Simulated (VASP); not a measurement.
# GaAs (F-43m) in VASP: notebook, part 2 of 3

VASP 6.6.1. The steps go on from the part before.

### Step 3. Phonons, r2SCAN

This run uses another cell than the first one, of 19.62 Å³/atom.

Input file INCAR:

```
PREC = Accurate ; ENCUT = 520
EDIFF = 1E-8 ; ISMEAR = 0
SIGMA = 0.01 ; LREAL = F
LASPH = T ; NELM = 80
ALGO = Normal ; ISIF = 2
LWAVE = F ; LCHARG = F
METAGGA = R2SCAN ; LMIXTAU = T
NBANDS = 16 ; IBRION = 6
NFREE = 2 ; POTIM = 0.015
NSW = 1
```

Input file KPOINTS:

```
Automatic mesh
0
Gamma
  8 8 8
```

Input file POSCAR:

```
GaAs
1.0
    2.6969543441      2.6969543441      0.0000000000
   -2.6969543441      2.6969543441      0.0000000000
    0.0000000000      2.6969543441      2.6969543441
Ga As
1 1
Direct
    0.0000000000      0.0000000000      0.0000000000
    0.7500000000      0.2500000000      0.5000000000
```

Potentials or basis: VASP PAW PBE potentials, release 64 (Ga_d, As).

On the command line:

```sh
cat potpaw_PBE.64/Ga_d/POTCAR potpaw_PBE.64/As/POTCAR > POTCAR
mpirun -np 1 vasp_std > vasp.out
```

OUTCAR:

```text
PREC = Accurate
   ENCUT = 520
   EDIFF = 1E-8
   ISMEAR = 0
   LREAL = F
   LASPH = T
   NELM = 80
   ISIF = 2
   METAGGA = R2SCAN
   IBRION = 6
   NFREE = 2
   POTIM = 0.015
   NSW = 1

 ion  position               nearest neighbor table
   1  0.000  0.000  0.000-   2 2.34   2 2.34   2 2.34   2 2.34
   2  0.750  0.250  0.500-   1 2.34   1 2.34   1 2.34   1 2.34

  LATTYP: Found a face centered cubic cell.
 ALAT       =     5.3939086882

  Lattice vectors:

 A1 = (   0.0000000000,   2.6969543441,   2.6969543441)
 A2 = (   2.6969543441,   0.0000000000,   2.6969543441)
 A3 = (   2.6969543441,   2.6969543441,   0.0000000000)

Analysis of symmetry for initial positions (statically):
=====================================================================
 Subroutine PRICEL returns:
 Original cell was already a primitive cell.

 Routine SETGRP: Setting up the symmetry group for a
[... 794 lines left out ...]
  Total        3.7194509      3.7237657      3.7237657      0.0000000     -0.2061276      0.0000000
  in kB      151.8933052    152.0695108    152.0695108      0.0000000     -8.4177494      0.0000000
  external PRESSURE =     152.0107756 kB  Pullay stress =       0.0000000 kB
[... 17 lines left out ...]
  FREE ENERGIE OF THE ION-ELECTRON SYSTEM (eV)
  ---------------------------------------------------
  free  energy   TOTEN  =       -26.7909531539 eV

  energy  without entropy=      -26.7909531539  energy(sigma->0) =      -26.79095315

 INTERNAL STRAIN TENSORS FROM DISPLACED ATOMS
 ============================================

 INTERNAL STRAIN TENSOR FOR ION    1 for displacements in x,y,z  (eV/Angst):
          X           Y           Z          XY          YZ          ZX
  --------------------------------------------------------------------------------
  x     0.00000     0.00000     0.00000     0.00000   -13.55088     0.00000
  y    -0.00000     0.00000    -0.00000     0.00000     0.00000   -13.55088
  z     0.00000     0.00000     0.00000   -13.55088     0.00000     0.00000

 INTERNAL STRAIN TENSOR FOR ION    2 for displacements in x,y,z  (eV/Angst):
          X           Y           Z          XY          YZ          ZX
  --------------------------------------------------------------------------------
  x    -0.00000     0.00000     0.00000     0.00000    13.71712     0.00000
  y     0.00000     0.00000     0.00000     0.00000     0.00000    13.71712
  z     0.00000     0.00000    -0.00000    13.71712     0.00000     0.00000

 Eigenvectors and eigenvalues of the dynamical matrix
 ----------------------------------------------------

   1 f  =    9.529240 THz    59.873983 2PiTHz  317.861244 cm-1    39.409754 meV
             X         Y         Z           dx          dy          dz
      0.000000  0.000000  0.000000     0.719854   -0.000000   -0.000000
      1.348477  4.045432  1.348477    -0.694126    0.000000    0.000000
[... 21 lines left out ...]
   6 f/i=    0.002080 THz     0.013069 2PiTHz    0.069382 cm-1     0.008602 meV
             X         Y         Z           dx          dy          dz
      0.000000  0.000000  0.000000     0.105469   -0.614550   -0.304984
      1.348477  4.045432  1.348477     0.109378   -0.637329   -0.316288

 ELASTIC MODULI CONTR FROM IONIC RELAXATION (kBar)
 Direction    XX          YY          ZZ          XY          YZ          ZX
 --------------------------------------------------------------------------------
 XX          -0.0000     -0.0000     -0.0000      0.0000      0.0000     -0.0000
 YY          -0.0000     -0.0000     -0.0000      0.0000      0.0000     -0.0000
 ZZ          -0.0000     -0.0000     -0.0000      0.0000      0.0000     -0.0000
 XY           0.0000      0.0000      0.0000   -565.7372      0.0000     -0.0000
 YZ           0.0000      0.0000      0.0000      0.0000   -565.7372     -0.0000
 ZX          -0.0000     -0.0000     -0.0000     -0.0000     -0.0000   -565.7372
 --------------------------------------------------------------------------------
```

OSZICAR:

```text
N       E                     dE             d eps       ncg     rms          rms(c)
DAV:   1     0.668586181071E+02    0.66859E+02   -0.91914E+03   960   0.167E+03
DAV:   2    -0.222379380650E+02   -0.89097E+02   -0.84696E+02  1088   0.329E+02
DAV:   3    -0.287288454834E+02   -0.64909E+01   -0.64718E+01  1088   0.683E+01
[... 65 lines left out ...]
DAV:   7    -0.267909530689E+02   -0.19438E-05   -0.29843E-06  3144   0.109E-02    0.238E-03
DAV:   8    -0.267909530933E+02   -0.24437E-07   -0.17297E-07  3768   0.331E-03    0.157E-03
DAV:   9    -0.267909531086E+02   -0.15303E-07   -0.75176E-08  3472   0.247E-03    0.132E-04
DAV:  10    -0.267909531531E+02   -0.44501E-07   -0.14528E-08  3216   0.939E-04    0.273E-04
DAV:  11    -0.267909531539E+02   -0.72305E-09   -0.13084E-09  1896   0.251E-04
   5 F= -.26790953E+02 E0= -.26790953E+02  d E =-.377357E-86
```

stdout:

```text
POSCAR found type information on POSCAR GaAs
 POSCAR found :  2 types and       2 ions
 scaLAPACK will be used
 -----------------------------------------------------------------------------
|                                                                             |
|                                                                             |
|     You enforced a specific xc type in the INCAR file but a different       |
|     I HOPE YOU KNOW WHAT YOU ARE DOING!                                     |
|                                                                             |
 -----------------------------------------------------------------------------

 LDA part: xc-table for (None), standard interpolation
 POSCAR, INCAR and KPOINTS ok, starting setup
 FFT: planning ... GRIDC
 FFT: planning ... GRID_SOFT
 FFT: planning ... GRID
 WAVECAR not read
 entering main loop
 Found     2 degrees of freedom:
 Finite differences POTIM= 0.01500 DOF=   2
 bond charge predicted
 Finite differences progress:
 bond charge predicted
 Finite differences progress:
 bond charge predicted
 Finite differences progress:
 bond charge predicted
 Finite differences progress:
```

Wall time 10 min (1 thread of Intel Xeon Platinum 8488C (Sapphire Rapids), shared host); peak memory 0.25 GiB.

What came out:

- Highest phonon frequency at Γ, LO-TO splitting left out: 318 cm⁻¹

Phonon frequencies in cm⁻¹ (negative: imaginary):
| q point | frequencies |
| --- | --- |
| (0.000, 0.000, 0.000) | 0 0 0 318 318 318 |

Caveat: the cell stands under pressure or tension, which shifts response properties; the PAW data sets were made with another functional, which shifts forces and pressure a little.

### Step 4. Phonons, r2SCAN

This run uses another cell than the first one, of 20.42 Å³/atom.

Input file INCAR:

```
  PREC = Accurate
  ENCUT = 520
  EDIFF = 1E-8
  ISMEAR = 0
  SIGMA = 0.01
  LREAL = False
  LASPH = True
  NELM = 60
  ALGO = Normal
  ISIF = 2
  LWAVE = False
  LCHARG = False
  METAGGA = R2SCAN
  LMIXTAU = True
  IBRION = 6
  NFREE = 2
  POTIM = 0.015
  NSW = 1
```

KPOINTS is that of step 3.

Input file POSCAR:

```
GaAs
1.0
    2.7332777921      2.7332777921      0.0000000000
   -2.7332777921      2.7332777921      0.0000000000
    0.0000000000      2.7332777921      2.7332777921
Ga As
1 1
Direct
    0.0000000000      0.0000000000      0.0000000000
    0.7500000000      0.2500000000      0.5000000000
```

Potentials or basis: VASP PAW PBE potentials, release 64 (Ga_d, As).

On the command line:

```sh
cat potpaw_PBE.64/Ga_d/POTCAR potpaw_PBE.64/As/POTCAR > POTCAR
mpirun -np 1 vasp_std > vasp.out
```

OUTCAR:

```text
PREC = Accurate
   ENCUT = 520
   EDIFF = 1E-8
   ISMEAR = 0
   LREAL = False
   LASPH = True
   NELM = 60
   ISIF = 2
   METAGGA = R2SCAN
   IBRION = 6
   NFREE = 2
   POTIM = 0.015
   NSW = 1

 ion  position               nearest neighbor table
   1  0.000  0.000  0.000-   2 2.37   2 2.37   2 2.37   2 2.37
   2  0.750  0.250  0.500-   1 2.37   1 2.37   1 2.37   1 2.37

  LATTYP: Found a face centered cubic cell.
 ALAT       =     5.4665555842

  Lattice vectors:

 A1 = (   0.0000000000,   2.7332777921,   2.7332777921)
 A2 = (   2.7332777921,   0.0000000000,   2.7332777921)
 A3 = (   2.7332777921,   2.7332777921,   0.0000000000)

Analysis of symmetry for initial positions (statically):
=====================================================================
 Subroutine PRICEL returns:
 Original cell was already a primitive cell.

 Routine SETGRP: Setting up the symmetry group for a
 face centered cubic supercell.

 Subroutine GETGRP returns: Found 24 space group operations
 (whereof 24 operations were pure point group operations)
 out of a pool of 48 trial point group operations.

The static configuration has the point symmetry T_d .

Analysis of symmetry for dynamics (positions and initial velocities):
=====================================================================
 Subroutine PRICEL returns:
 Original cell was already a primitive cell.

 Routine SETGRP: Setting up the symmetry group for a
 face centered cubic supercell.

 Subroutine GETGRP returns: Found 24 space group operations
 (whereof 24 operations were pure point group operations)
 out of a pool of 48 trial point group operations.

The dynamic configuration has the point symmetry T_d .

 Subroutine INISYM returns: Found 24 space group operations
 (whereof 24 operations are pure point group operations),
 and found     1 'primitive' translations

----------------------------------------------------------------------------------------

                                     Primitive cell

  volume of cell :      40.8396

  direct lattice vectors                    reciprocal lattice vectors
     2.733277792  2.733277792  0.000000000     0.182930546  0.182930546 -0.182930546
    -2.733277792  2.733277792  0.000000000    -0.182930546  0.182930546 -0.182930546
     0.000000000  2.733277792  2.733277792     0.000000000  0.000000000  0.365861093

  length of vectors
     3.865438523  3.865438523  3.865438523     0.316845001  0.316845001  0.365861093

  position of ions in fractional coordinates (direct lattice)
     0.000000000  0.000000000  0.000000000
     0.750000000  0.250000000  0.500000000

  ion indices of the primitive-cell ions
   primitive index   ion index
                 1           1
                 2           2

----------------------------------------------------------------------------------------

[... 112 lines left out ...]

 Free energy of the ion-electron system (eV)
  ---------------------------------------------------
  ext. energy  EPLUGINS =         0.00000000
  ---------------------------------------------------
  free energy    TOTEN  =       -26.91871100 eV

  energy without entropy =      -26.91871100  energy(sigma->0) =      -26.91871100

------------------------ aborting loop because EDIFF is reached ----------------------------------------

  FORCE on cell =-STRESS in cart. coord.  units (eV):
  Direction    XX          YY          ZZ          XY          YZ          ZX
  --------------------------------------------------------------------------------------
  -------------------------------------------------------------------------------------
  Total        2.5843552      2.5843552      2.5843552      0.0000000      0.0000000      0.0000000
  in kB      101.3868137    101.3868137    101.3868137      0.0000000      0.0000000      0.0000000
  external PRESSURE =     101.3868137 kB  Pullay stress =       0.0000000 kB
[... 131 lines left out ...]
--------------------------------------- Ionic step        5  -------------------------------------------

 number of electron      17.9999992 magnetization

 Free energy of the ion-electron system (eV)
  ---------------------------------------------------
  ext. energy  EPLUGINS =         0.00000000
  ---------------------------------------------------
  free energy    TOTEN  =       -26.91733967 eV

  energy without entropy =      -26.91733967  energy(sigma->0) =      -26.91733967

 E-fermi :   4.8718     XC(G=0): -10.7501

 val. band max:        4.7414319376   @ k =   0.0000   0.0000   0.0000
 cond. band min:       6.2399363670   @ k =   0.5000   0.5000   0.0000
 fundamental gap:      1.4985044294
 Fermi energy:         4.8718058866

 k-point     1 :       0.0000    0.0000    0.0000
  band No.  band energies     occupation
      1     -10.7621      2.00000
      2     -10.7596      2.00000
      3     -10.7562      2.00000
      4     -10.6382      2.00000
      5     -10.6381      2.00000
      6      -9.3220      2.00000
      7       4.6410      2.00000
      8       4.6924      2.00000
      9       4.7414      2.00000
     10       6.5265      0.00000
     11       8.7082      0.00000
     12       8.7403      0.00000
     13       8.7749      0.00000
[... 354 lines left out ...]
  band No.  band energies     occupation
      1     -10.9030      2.00000
      2     -10.7202      2.00000
      3     -10.7089      2.00000
      4     -10.6458      2.00000
      5     -10.6335      2.00000
      6      -6.6920      2.00000
      7      -2.5244      2.00000
      8       0.9815      2.00000
      9       2.4121      2.00000
     10       8.4086      0.00000
     11       9.2193      0.00000
     12      11.8209      0.00000
     13      13.3648      0.00000

 [... further k-points ...]

------------------------ aborting loop because EDIFF is reached ----------------------------------------

  FORCE on cell =-STRESS in cart. coord.  units (eV):
  Direction    XX          YY          ZZ          XY          YZ          ZX
  --------------------------------------------------------------------------------------
  -------------------------------------------------------------------------------------
  Total        2.5843075      2.5879735      2.5879735      0.0000000     -0.1752668      0.0000000
  in kB      101.3849435    101.5287638    101.5287638      0.0000000     -6.8758895      0.0000000
  external PRESSURE =     101.4808237 kB  Pullay stress =       0.0000000 kB
[... 17 lines left out ...]
  FREE ENERGIE OF THE ION-ELECTRON SYSTEM (eV)
  ---------------------------------------------------
  free  energy   TOTEN  =       -26.9173396683 eV

  energy  without entropy=      -26.9173396683  energy(sigma->0) =      -26.91733967

 INTERNAL STRAIN TENSORS FROM DISPLACED ATOMS
 ============================================

 INTERNAL STRAIN TENSOR FOR ION    1 for displacements in x,y,z  (eV/Angst):
          X           Y           Z          XY          YZ          ZX
  --------------------------------------------------------------------------------
  x     0.00000     0.00000     0.00000     0.00000   -11.57336     0.00000
  y    -0.00000     0.00000    -0.00000     0.00000     0.00000   -11.57336
  z     0.00000     0.00000     0.00000   -11.57336     0.00000     0.00000

 INTERNAL STRAIN TENSOR FOR ION    2 for displacements in x,y,z  (eV/Angst):
          X           Y           Z          XY          YZ          ZX
  --------------------------------------------------------------------------------
  x     0.00000     0.00000     0.00000     0.00000    11.65827     0.00000
  y     0.00000     0.00000     0.00000     0.00000     0.00000    11.65827
  z     0.00000     0.00000     0.00000    11.65827     0.00000     0.00000

 Eigenvectors and eigenvalues of the dynamical matrix
 ----------------------------------------------------

   1 f  =    9.063860 THz    56.949915 2PiTHz  302.337840 cm-1    37.485098 meV
             X         Y         Z           dx          dy          dz
      0.000000  0.000000  0.000000     0.718143   -0.000000    0.000000
      1.366639  4.099917  1.366639    -0.695896    0.000000    0.000000
[... 21 lines left out ...]
   6 f/i=    0.020335 THz     0.127772 2PiTHz    0.678319 cm-1     0.084101 meV
             X         Y         Z           dx          dy          dz
      0.000000  0.000000  0.000000    -0.012260    0.217436    0.660940
      1.366639  4.099917  1.366639    -0.012652    0.224387    0.682070

 ELASTIC MODULI CONTR FROM IONIC RELAXATION (kBar)
 Direction    XX          YY          ZZ          XY          YZ          ZX
 --------------------------------------------------------------------------------
 XX          -0.0000     -0.0000     -0.0000      0.0000      0.0000     -0.0000
 YY          -0.0000     -0.0000     -0.0000      0.0000      0.0000      0.0000
 ZZ          -0.0000     -0.0000     -0.0000      0.0000      0.0000     -0.0000
 XY           0.0000      0.0000      0.0000   -435.9703      0.0000      0.0000
 YZ           0.0000      0.0000      0.0000      0.0000   -435.9703      0.0000
 ZX          -0.0000      0.0000     -0.0000      0.0000      0.0000   -435.9703
 --------------------------------------------------------------------------------
```

It took 9.1 min on 1 thread of Intel Xeon Platinum 8488C (Sapphire Rapids), shared host; peak memory 0.24 GiB.

What came out:

```
Highest phonon frequency at Γ, LO-TO splitting left out : 302 cm⁻¹
```

Phonon frequencies in cm⁻¹ (negative: imaginary):
```
              q point           frequencies
(0.000, 0.000, 0.000)  -1 -1 -1 302 302 302
```

Caveat: the cell stands under pressure or tension, which shifts response properties; the PAW data sets were made with another functional, which shifts forces and pressure a little.

(Part 2 of 3 ends here.)
